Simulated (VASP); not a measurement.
# Zr2BiN2 in VASP: single point with PBE

Aim: the single point of Zr2BiN2 with PBE.

All numbers are computed with VASP 6.6.1; they aren't measurements. Logs are shortened: lines on timing, memory, paths and dates and some standing lists are left out, and cuts for length are marked.

## 1. The cell of the first run

The typed cell holds 5 atoms: a = 3.936 Å, b = 3.936 Å, c = 7.193 Å, α = 90.00°, β = 90.00°, γ = 90.00°.

## 2. Single point, PBE

File INCAR:

```
PREC = Accurate
ENCUT = 520
EDIFF = 1E-7
ISMEAR = 0
SIGMA = 0.1
LREAL = False
LASPH = True
NELM = 80
ALGO = Normal
ISIF = 2
LWAVE = False
LCHARG = False
GGA = PE
NBANDS = 32
```

File KPOINTS:

```
Automatic mesh
0
Gamma
  4 4 4
```

File POSCAR:

```
Zr2BiN2
1.0
    3.9358908100      0.0000000000      0.0000000000
    0.0000000000      3.9358908100      0.0000000000
    0.0000000000      0.0000000000      7.1934563567
Zr Bi N
2 1 2
Direct
    0.5000000000      0.0000000000      0.5891220867
    0.0000000000      0.5000000000      0.5891220867
    0.0000000000      0.0000000000      0.0890866915
    0.0000000000      0.0000000000      0.7579269006
    0.0000000000      0.0000000000      0.4203073445
```

Potentials or basis: VASP PAW PBE potentials, release 64 (Zr_sv, Bi_d, N).

On the command line:

```console
> cat potpaw_PBE.64/Zr_sv/POTCAR potpaw_PBE.64/Bi_d/POTCAR potpaw_PBE.64/N/POTCAR > POTCAR
> mpirun -np 1 vasp_std > vasp.out
```

OUTCAR:

```text
PREC = Accurate
   ENCUT = 520
   EDIFF = 1E-7
   ISMEAR = 0
   LREAL = False
   LASPH = True
   NELM = 80
   ISIF = 2
   GGA = PE

 ion  position               nearest neighbor table
   1  0.500  0.000  0.589-   4 2.31   4 2.31   5 2.31   5 2.31   2 2.78   2 2.78   2 2.78   2 2.78

   2  0.000  0.500  0.589-   4 2.31   4 2.31   5 2.31   5 2.31   1 2.78   1 2.78   1 2.78   1 2.78

   3  0.000  0.000  0.089-   4 2.38   5 2.38
   4  0.000  0.000  0.758-   1 2.31   2 2.31   2 2.31   1 2.31   3 2.38
   5  0.000  0.000  0.420-   1 2.31   2 2.31   2 2.31   1 2.31   3 2.38

  LATTYP: Found a simple tetragonal cell.
 ALAT       =     3.9358908100
 C/A-ratio  =     1.8276564834

  Lattice vectors:

 A1 = (   3.9358908100,   0.0000000000,   0.0000000000)
 A2 = (   0.0000000000,   3.9358908100,   0.0000000000)
 A3 = (   0.0000000000,   0.0000000000,   7.1934563567)

Analysis of symmetry for initial positions (statically):
=====================================================================
 Subroutine PRICEL returns:
 Original cell was already a primitive cell.

 Routine SETGRP: Setting up the symmetry group for a
 simple tetragonal supercell.

 Subroutine GETGRP returns: Found  8 space group operations
 (whereof  8 operations were pure point group operations)
 out of a pool of 16 trial point group operations.

The static configuration has the point symmetry C_4v.

Analysis of symmetry for dynamics (positions and initial velocities):
=====================================================================
 Subroutine PRICEL returns:
 Original cell was already a primitive cell.

 Routine SETGRP: Setting up the symmetry group for a
 simple tetragonal supercell.

 Subroutine GETGRP returns: Found  8 space group operations
 (whereof  8 operations were pure point group operations)
 out of a pool of 16 trial point group operations.

The dynamic configuration has the point symmetry C_4v.

 Subroutine INISYM returns: Found  8 space group operations
 (whereof  8 operations are pure point group operations),
 and found     1 'primitive' translations

----------------------------------------------------------------------------------------

[... 87 lines left out ...]
   LSORBIT =      F    spin-orbit coupling
   LASPH  =      T    aspherical Exc in radial PAW
   ENCUT  =  520.0 eV  38.22 Ry    6.18 a.u.   7.32  7.32 13.38*2*pi/ulx,y,z
   NELM   =     80;   NELMIN=  2; NELMDL= -5     # of ELM steps
   EDIFF  = 0.1E-06   stopping-criterion for ELM
   LREAL  =      F    real-space projection
   EDIFFG = 0.1E-05   stopping-criterion for IOM
   NSW    =      0    number of steps for IOM
   IBRION =     -1    ionic relax: 0-MD 1-quasi-New 2-CG
   NFREE  =      0    steps in history (QN), initial steepest desc. (CG)
   ISIF   =      2    stress and relaxation
   ISYM   =      2    0-nonsym 1-usesym 2-fastsym
   POTIM  = 0.5000    time-step for ionic-motion
   TEBEG  =    0.0;   TEEND  =   0.0 temperature during run
   PSTRESS=    0.0 pullay stress
   NELECT =      49.0000    total number of electrons
   NUPDOWN=      -1.0000    fix difference up-down
   EMIN   =  10.00;   EMAX   =-10.00  energy-range for DOS
   EFERMI =   0.00;   METHOD = LEGACY
   ISMEAR =     0;   SIGMA  =   0.10  broadening in eV -4-tet -1-fermi 0-gaus
   EFERMI_NEDOS =   21; number of points for ismear=-14 and -15
   IALGO  =     38    algorithm
   IMIX   =      4    mixing-type and parameters
     AMIX     =   0.40;   BMIX     =  1.00
     AMIX_MAG =   1.60;   BMIX_MAG =  1.00
  volume/ion in A,a.u.               =      22.29       150.40
  Fermi-wavevector in a.u.,A,eV,Ry     =   1.244894  2.352508 21.085772  1.549760
  Thomas-Fermi vector in A             =   2.379140
   LORBIT       =      0    0 simple, 1 ext, 2 COOP (PROOUT), +10 PAW based schemes
   GGA     = PE    functional components
   LHFCALC =     F    Hartree Fock is set to
   AEXX    =    0.0000 exact exchange contribution
   IVDW    =     0    specifies the selected vdW correction
   LEPSILON=     F    determine dielectric tensor
   LRPA    =     F    only Hartree local field effects (RPA)
 non-spin polarized calculation
 Gauss-broadening in eV      SIGMA  =   0.10
  energy-cutoff  :      520.00
  volume of cell :      111.44
 maximum number of plane-waves:      3043
 NGX is ok and might be reduce to    30
   NGX = 15   NGY = 15   NGZ = 27

 number of electron      48.9999992 magnetization

 Free energy of the ion-electron system (eV)
  ---------------------------------------------------
  ext. energy  EPLUGINS =         0.00000000
  ---------------------------------------------------
  free energy    TOTEN  =       -37.45662644 eV

  energy without entropy =      -37.43471537  energy(sigma->0) =      -37.44567091

 E-fermi :   5.6753     XC(G=0):  -9.6188

 val. band max:        5.6241503497   @ k =   0.5000   0.2500   0.0000
 cond. band min:       5.6873186677   @ k =   0.5000   0.5000   0.5000
 fundamental gap:      0.0631683180
 Fermi energy:         5.6753343039

 k-point     1 :       0.0000    0.0000    0.0000
  band No.  band energies     occupation
      1     -43.1557      2.00000
      2     -42.7025      2.00000
      3     -21.7167      2.00000
      4     -21.7167      2.00000
      5     -21.3841      2.00000
      6     -20.8778      2.00000
[... 619 lines left out ...]
     31       9.8638      0.00000
     32      10.1482      0.00000

------------------------ aborting loop because EDIFF is reached ----------------------------------------

  FORCE on cell =-STRESS in cart. coord.  units (eV):
  Direction    XX          YY          ZZ          XY          YZ          ZX
  --------------------------------------------------------------------------------------
  -------------------------------------------------------------------------------------
  Total       -0.0115486     -0.0115486      0.0661945      0.0000000      0.0000000     -0.0000000
  in kB       -0.1660414     -0.1660414      0.9517198      0.0000000      0.0000000     -0.0000000
  external PRESSURE =       0.2065456 kB  Pullay stress =       0.0000000 kB

 VOLUME and BASIS-vectors are now :
 -----------------------------------------------------------------------------
  energy-cutoff  :      520.00
  volume of cell :      111.44
      direct lattice vectors                 reciprocal lattice vectors
     3.935890810  0.000000000  0.000000000     0.254072089  0.000000000  0.000000000
     0.000000000  3.935890810  0.000000000     0.000000000  0.254072089  0.000000000
     0.000000000  0.000000000  7.193456357     0.000000000  0.000000000  0.139015231

 POSITION                                       TOTAL-FORCE (eV/Angst)
 -----------------------------------------------------------------------------------
      1.96795      0.00000      4.23782         0.000000     -0.000000     -0.000605
      0.00000      1.96795      4.23782        -0.000000     -0.000000     -0.000605
      0.00000      0.00000      0.64084         0.000000      0.000000      0.001732
      0.00000      0.00000      5.45211         0.000000      0.000000     -0.005118
      0.00000      0.00000      3.02346         0.000000     -0.000000      0.004596
 -----------------------------------------------------------------------------------
    total drift:                                0.000000      0.000000      0.000817

  FREE ENERGIE OF THE ION-ELECTRON SYSTEM (eV)
  ---------------------------------------------------
  free  energy   TOTEN  =       -37.4566264446 eV

  energy  without entropy=      -37.4347153701  energy(sigma->0) =      -37.44567091
```

OSZICAR:

```text
N       E                     dE             d eps       ncg     rms          rms(c)
DAV:   1     0.571779178104E+03    0.57178E+03   -0.23692E+04  1152   0.162E+03
DAV:   2     0.205454863976E+02   -0.55123E+03   -0.52389E+03  1272   0.474E+02
DAV:   3    -0.423866406245E+02   -0.62932E+02   -0.61133E+02  1848   0.154E+02
DAV:   4    -0.463785770071E+02   -0.39919E+01   -0.39719E+01  1840   0.343E+01
DAV:   5    -0.466604091740E+02   -0.28183E+00   -0.28178E+00  1768   0.608E+00    0.270E+01
DAV:   6    -0.383346785293E+02    0.83257E+01   -0.55852E+01  1552   0.338E+01    0.127E+01
DAV:   7    -0.376201209073E+02    0.71456E+00   -0.75840E+00  1480   0.126E+01    0.728E+00
DAV:   8    -0.375154678406E+02    0.10465E+00   -0.12405E+00  1472   0.592E+00    0.166E+00
DAV:   9    -0.374763485638E+02    0.39119E-01   -0.30156E-01  1768   0.253E+00    0.115E+00
DAV:  10    -0.374586479678E+02    0.17701E-01   -0.67871E-02  1392   0.118E+00    0.575E-01
DAV:  11    -0.374588928275E+02   -0.24486E-03   -0.21520E-02  1632   0.881E-01    0.260E-01
DAV:  12    -0.374565884139E+02    0.23044E-02   -0.42414E-03  1576   0.366E-01    0.602E-02
DAV:  13    -0.374565959523E+02   -0.75384E-05   -0.32393E-04  1488   0.949E-02    0.358E-02
DAV:  14    -0.374566281089E+02   -0.32157E-04   -0.86772E-05  1616   0.417E-02    0.146E-02
DAV:  15    -0.374566268184E+02    0.12905E-05   -0.14506E-05  1696   0.181E-02    0.603E-03
DAV:  16    -0.374566264723E+02    0.34613E-06   -0.30175E-06  1464   0.868E-03    0.259E-03
DAV:  17    -0.374566264446E+02    0.27682E-07   -0.44567E-07  1296   0.351E-03
   1 F= -.37456626E+02 E0= -.37445671E+02  d E =-.219111E-01
```

It took 41 s on 1 thread of Intel Xeon 6975P-C (Granite Rapids), shared host; peak memory 0.23 GiB.

Results:

```
Free energy   : -37.4566 eV
Pressure      : 0.0 GPa
Largest force : 0.005 eV/Å
```

Forces in eV/Å, atoms in the order of the input:
```
Zr   0.000  0.000 -0.001
Zr   0.000  0.000 -0.001
Bi   0.000  0.000  0.002
N    0.000  0.000 -0.005
N    0.000  0.000  0.005
```

Stress tensor (GPa, compression positive):
```
-0.02  0.00  0.00
 0.00 -0.02  0.00
 0.00  0.00  0.10
```

Caveat: the k points lie up to 0.40 Å⁻¹ apart; spin-orbit coupling is left out, which moves the levels of the heavy elements.
